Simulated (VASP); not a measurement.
# H10CO5 in VASP: further runs, part 2 of 2

VASP 6.6.1. Earlier steps stand in the parts before.

## (3) Single point, PBE+D3(BJ)

Contents of INCAR:

```
SYSTEM = H10CO5
ALGO = Normal
EDIFF = 1E-6
ENCUT = 1000
GGA = PE
GGA_COMPAT = .False.
ISIF = 2
ISMEAR = -1
IVDW = 12
LASPH = .True.
LCHARG = .True.
LELF = .True.
LREAL = Auto
LVHAR = .True.
LWAVE = .False.
NBANDS = 36
NELM = 120
PREC = Accurate
SIGMA = 0.05
```

Contents of KPOINTS:

```
k-points
0
Gamma
  1 1 1
  0 0 0
```

Contents of POSCAR:

```
H10CO5
1.0
    5.6566530000      0.0000000000      0.0000000000
    0.0000000000      5.6566530000      0.0000000000
    0.0000000000      0.0000000000      5.6566530000
O H C
5 10 1
Direct
    0.4918486290      0.8266606595      0.0990607130
    0.5381118482      0.2755942389      0.8676252700
   -0.0322895231      0.5555480693      0.8120502715
   -0.0199804030      0.9965340093      0.0523711458
    0.2712258558      1.0492032688      0.5047593753
    0.6446490488      0.7488860699      0.1056459018
    0.5333343703      0.9875224331      0.0416745289
    0.4800205175      0.2466882006      0.7077949596
    0.6876587984      0.3628764222      0.8509516616
   -0.0057480209      0.6947271818      0.9153801897
    0.1225565568      0.4795480230      0.8100220462
    0.0509572716      1.0757002405     -0.0836742538
    0.0854725637      1.0324044752      0.1850670991
    0.5937962543      0.8881036251      0.5246342795
    0.3251367624      0.6933537517      0.4819443778
    0.4002275701      0.8744039310      0.4928480344
```

Potentials or basis: VASP PAW PBE potentials, release 64 (O_h, H_h, C_h).

The run is started by

```sh
> cat potpaw_PBE.64/O_h/POTCAR potpaw_PBE.64/H_h/POTCAR potpaw_PBE.64/C_h/POTCAR > POTCAR
> mpirun -np 1 vasp_gam > vasp.out
```

OUTCAR:

```text
SYSTEM = H10CO5
   EDIFF = 1E-6
   ENCUT = 1000
   GGA = PE
   ISIF = 2
   ISMEAR = -1
   IVDW = 12
   LASPH = .True.
   LREAL = Auto
   NELM = 120
   PREC = Accurate
 IVDW          = 12

 ion  position               nearest neighbor table
   1  0.492  0.827  0.099-   6 0.97   7 0.99
   2  0.538  0.276  0.868-   8 0.98   9 0.98
   3  0.968  0.556  0.812-  11 0.98  10 0.99
   4  0.980  0.997  0.052-  12 0.98  13 0.98
   5  0.271  0.049  0.505-  16 1.23
   6  0.645  0.749  0.106-   1 0.97
   7  0.533  0.988  0.042-   1 0.99
   8  0.480  0.247  0.708-   2 0.98
   9  0.688  0.363  0.851-   2 0.98
  10  0.994  0.695  0.915-   3 0.99
  11  0.123  0.480  0.810-   3 0.98
  12  0.051  0.076  0.916-   4 0.98
  13  0.085  0.032  0.185-   4 0.98
  14  0.594  0.888  0.525-  16 1.11
  15  0.325  0.693  0.482-  16 1.11
  16  0.400  0.874  0.493-  15 1.11  14 1.11   5 1.23

  LATTYP: Found a simple cubic cell.
 ALAT       =     5.6566530000

  Lattice vectors:

 A1 = (   5.6566530000,   0.0000000000,   0.0000000000)
 A2 = (   0.0000000000,   5.6566530000,   0.0000000000)
 A3 = (   0.0000000000,   0.0000000000,   5.6566530000)

Analysis of symmetry for initial positions (statically):
=====================================================================
 Subroutine PRICEL returns:
 Original cell was already a primitive cell.

 Routine SETGRP: Setting up the symmetry group for a
 simple cubic supercell.

 Subroutine GETGRP returns: Found  1 space group operations
 (whereof  1 operations were pure point group operations)
 out of a pool of 48 trial point group operations.

The static configuration has the point symmetry C_1 .

Analysis of symmetry for dynamics (positions and initial velocities):
=====================================================================
 Subroutine PRICEL returns:
 Original cell was already a primitive cell.

 Routine SETGRP: Setting up the symmetry group for a
 simple cubic supercell.

 Subroutine GETGRP returns: Found  1 space group operations
 (whereof  1 operations were pure point group operations)
 out of a pool of 48 trial point group operations.

The dynamic configuration has the point symmetry C_1 .

 Subroutine INISYM returns: Found  1 space group operations
 (whereof  1 operations are pure point group operations),
 and found     1 'primitive' translations

----------------------------------------------------------------------------------------

                                     Primitive cell

  volume of cell :     181.0000

  direct lattice vectors                    reciprocal lattice vectors
     5.656653000  0.000000000  0.000000000     0.176782985  0.000000000  0.000000000
     0.000000000  5.656653000  0.000000000     0.000000000  0.176782985  0.000000000
     0.000000000  0.000000000  5.656653000     0.000000000  0.000000000  0.176782985

  length of vectors
     5.656653000  5.656653000  5.656653000     0.176782985  0.176782985  0.176782985

  position of ions in fractional coordinates (direct lattice)
     0.491848629  0.826660659  0.099060713
     0.538111848  0.275594239  0.867625270
     0.967710477  0.555548069  0.812050271
     0.980019597  0.996534009  0.052371146
     0.271225856  0.049203269  0.504759375
     0.644649049  0.748886070  0.105645902
[... 8 lines left out ...]
     0.325136762  0.693353752  0.481944378
     0.400227570  0.874403931  0.492848034

  ion indices of the primitive-cell ions
   primitive index   ion index
                 1           1
                 2           2
                 3           3
                 4           4
                 5           5
                 6           6
[... 8 lines left out ...]
                15          15
                16          16

----------------------------------------------------------------------------------------

 KPOINTS: k-points

Automatic generation of k-mesh.
 Grid dimensions read from file:
 generate k-points for:    1    1    1

 Generating k-lattice:

  Cartesian coordinates                     Fractional coordinates (reciprocal lattice)
     0.176782985  0.000000000  0.000000000     1.000000000  0.000000000  0.000000000
     0.000000000  0.176782985  0.000000000     0.000000000  1.000000000  0.000000000
     0.000000000  0.000000000  0.176782985     0.000000000  0.000000000  1.000000000

  Length of vectors
     0.176782985  0.176782985  0.176782985

  Shift w.r.t. Gamma in fractional coordinates (k-lattice)
     0.000000000  0.000000000  0.000000000

 Subroutine IBZKPT returns following result:
 ===========================================

 Found      1 irreducible k-points:

 Following reciprocal coordinates:
            Coordinates               Weight
  0.000000  0.000000  0.000000      1.000000
   k-points           NKPTS =      1   k-points in BZ     NKDIM =      1   number of bands    NBANDS=     36
   number of dos      NEDOS =    301   number of ions     NIONS =     16
   total plane-waves  NPLWV = 216000
   dimension x,y,z NGX =    60 NGY =   60 NGZ =   60
   dimension x,y,z NGXF=   120 NGYF=  120 NGZF=  120
   ions per type =               5  10   1
   NGX,Y,Z   is equivalent  to a cutoff of  17.63, 17.63, 17.63 a.u.
   NGXF,Y,Z  is equivalent  to a cutoff of  35.27, 35.27, 35.27 a.u.
 SYSTEM =  H10CO5
   PREC   = accura    normal or accurate (medium, high low for compatibility)
   ISTART =      0    job   : 0-new  1-cont  2-samecut
   ICHARG =      2    charge: 1-file 2-atom 10-const
   ISPIN  =      1    spin polarized calculation?
   LNONCOLLINEAR =      F non collinear calculations
   LSORBIT =      F    spin-orbit coupling
   LASPH  =      T    aspherical Exc in radial PAW
   ENCUT  = 1000.0 eV  73.50 Ry    8.57 a.u.  14.59 14.59 14.59*2*pi/ulx,y,z
   NELM   =    120;   NELMIN=  2; NELMDL= -5     # of ELM steps
   EDIFF  = 0.1E-05   stopping-criterion for ELM
   LREAL  =      T    real-space projection
   EDIFFG = 0.1E-04   stopping-criterion for IOM
   NSW    =      0    number of steps for IOM
   IBRION =     -1    ionic relax: 0-MD 1-quasi-New 2-CG
   NFREE  =      0    steps in history (QN), initial steepest desc. (CG)
   ISIF   =      2    stress and relaxation
   ISYM   =      2    0-nonsym 1-usesym 2-fastsym
   POTIM  = 0.5000    time-step for ionic-motion
   TEBEG  =    0.0;   TEEND  =   0.0 temperature during run
   PSTRESS=    0.0 pullay stress
   NELECT =      44.0000    total number of electrons
   NUPDOWN=      -1.0000    fix difference up-down
   EMIN   =  10.00;   EMAX   =-10.00  energy-range for DOS
   EFERMI =   0.00;   METHOD = LEGACY
   ISMEAR =    -1;   SIGMA  =   0.05  broadening in eV -4-tet -1-fermi 0-gaus
   EFERMI_NEDOS =   21; number of points for ismear=-14 and -15
   IALGO  =     38    algorithm
   IMIX   =      4    mixing-type and parameters
     AMIX     =   0.40;   BMIX     =  1.00
     AMIX_MAG =   1.60;   BMIX_MAG =  1.00
  volume/ion in A,a.u.               =      11.31        76.34
  Fermi-wavevector in a.u.,A,eV,Ry     =   1.021722  1.930775 14.203344  1.043916
  Thomas-Fermi vector in A             =   2.155362
   LORBIT       =      0    0 simple, 1 ext, 2 COOP (PROOUT), +10 PAW based schemes
   GGA     = PE    functional components
   LHFCALC =     F    Hartree Fock is set to
   AEXX    =    0.0000 exact exchange contribution
   IVDW    =    12    specifies the selected vdW correction
   LEPSILON=     F    determine dielectric tensor
   LRPA    =     F    only Hartree local field effects (RPA)
 non-spin polarized calculation
  energy-cutoff  :     1000.00
  volume of cell :      181.00
 maximum number of plane-waves:      6519
 NGX is ok and might be reduce to    60
   NGX = 29   NGY = 29   NGZ = 29

 number of electron      44.0000001 magnetization

 Free energy of the ion-electron system (eV)
  ---------------------------------------------------
  ext. energy  EPLUGINS =         0.00000000
  ---------------------------------------------------
  free energy    TOTEN  =       -81.03977195 eV

  energy without entropy =      -81.03977195  energy(sigma->0) =      -81.03977195

 E-fermi :  -1.9855     XC(G=0):  -6.5698

 val. band max:       -3.2090579405   @ k =   0.0000   0.0000   0.0000
 cond. band min:       1.3574994903   @ k =   0.0000   0.0000   0.0000
 fundamental gap:      4.5665574307
 Fermi energy:        -1.9854586690

 k-point     1 :       0.0000    0.0000    0.0000
  band No.  band energies     occupation
      1     -23.2169      2.00000
      2     -22.2567      2.00000
      3     -21.9848      2.00000
      4     -21.7852      2.00000
      5     -21.5513      2.00000
      6     -12.3274      2.00000
[... 26 lines left out ...]
     33       7.9748      0.00000
     34       8.2871      0.00000
 [bands above 34 left out]

------------------------ aborting loop because EDIFF is reached ----------------------------------------

 Edisp (eV)   -0.55510

 E8    (eV) :    -0.1191

  FORCE on cell =-STRESS in cart. coord.  units (eV):
  Direction    XX          YY          ZZ          XY          YZ          ZX
  --------------------------------------------------------------------------------------
  -------------------------------------------------------------------------------------
  Total      -1.09481    -1.05155    -1.85398    -0.88078     0.19288    -0.23191
  in kB      -9.69105    -9.30813   -16.41104    -7.79653     1.70736    -2.05281
  external pressure =      -11.80 kB  Pullay stress =        0.00 kB

 VOLUME and BASIS-vectors are now :
 -----------------------------------------------------------------------------
  energy-cutoff  :     1000.00
  volume of cell :      181.00
      direct lattice vectors                 reciprocal lattice vectors
     5.656653000  0.000000000  0.000000000     0.176782985  0.000000000  0.000000000
     0.000000000  5.656653000  0.000000000     0.000000000  0.176782985  0.000000000
     0.000000000  0.000000000  5.656653000     0.000000000  0.000000000  0.176782985

 POSITION                                       TOTAL-FORCE (eV/Angst)
 -----------------------------------------------------------------------------------
      2.78222      4.67613      0.56035         0.124743     -0.040370     -0.062111
      3.04391      1.55894      4.90786        -0.037157     -0.009737      0.041142
      5.47400      3.14254      4.59349         0.223047      0.102488      0.153603
      5.54363      5.63705      0.29625         0.222283      0.125828     -0.022655
      1.53423      0.27833      2.85525        -0.134562      0.121306     -0.049018
      3.64656      4.23619      0.59760         0.000939     -0.041338     -0.046110
[... 8 lines left out ...]
      1.83919      3.92206      2.72619         0.011023     -0.069619     -0.083647
      2.26395      4.94620      2.78787         0.054273      0.003008      0.166328
 -----------------------------------------------------------------------------------
    total drift:                               -0.001466      0.003212     -0.001476

  FREE ENERGIE OF THE ION-ELECTRON SYSTEM (eV)
  ---------------------------------------------------
  free  energy   TOTEN  =       -81.5948722816 eV

  energy  without entropy=      -81.5948722815  energy(sigma->0) =      -81.59487228
```

Run time: 26 s. Hardware: 1 thread of Intel Xeon 6975P-C (Granite Rapids), shared host; peak memory 0.44 GiB.

What came out:

| Item | Value |
| --- | --- |
| Free energy | -81.5949 eV |
| Pressure | -1.2 GPa |
| Largest force | 0.290 eV/Å |
| Dispersion energy per atom | -0.035 eV |

Forces on the atoms (eV/Å):
```
O    0.125 -0.040 -0.062
O   -0.037 -0.010  0.041
O    0.223  0.102  0.154
O    0.222  0.126 -0.023
O   -0.135  0.121 -0.049
H    0.001 -0.041 -0.046
H   -0.022  0.037 -0.039
H   -0.043 -0.043 -0.062
H   -0.022  0.005 -0.013
H   -0.071 -0.112 -0.179
H   -0.121  0.082  0.009
H   -0.095 -0.091  0.199
H   -0.136 -0.057 -0.031
H    0.046 -0.012  0.018
H    0.011 -0.070 -0.084
C    0.054  0.003  0.166
```

Levels at points of the mesh, in eV from the Fermi level:
| k point | band 20 | band 21 | band 22 | band 23 | band 24 | band 25 |
| --- | --- | --- | --- | --- | --- | --- |
| (0.00, 0.00, 0.00) | -1.99 | -1.86 | -1.22 | 3.34 | 3.45 | 6.68 |

Caveat: the k points lie up to 1.11 Å⁻¹ apart, too coarse for converged energies, forces and pressures.
